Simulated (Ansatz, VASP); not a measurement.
# One calculation of SiC, two programs

```
C Si
1.0
     0.00000    2.00112    2.00112
     2.00112    0.00000    2.00112
     2.00112    2.00112    0.00000
C Si
1 1
Direct
  0.00000 0.00000 0.00000
  0.50000 0.50000 0.50000
```

Alike in both runs: task single point; functional PBE; k mesh 20 × 20 × 20; occupations gaussian, width 0.05 eV; no spin polarisation.

|  | VASP | Ansatz |
| --- | --- | --- |
| version | VASP 6.6.1 | Ansatz 0.2.0 |
| potentials or method | VASP PAW PBE potentials, release 64 (C, Si), cutoff 520 eV | scalar-relativistic, plane waves, PAW |
| valence electrons in the cell | 8 | 8 |

```tsv
	VASP	Ansatz	Ansatz less VASP
gap on the k mesh at the Fermi level (eV)	none	none	-
pressure (GPa)	11.1	10.9	-0.17
```

A gap of «none» marks a metal or a gap that the smearing closes.
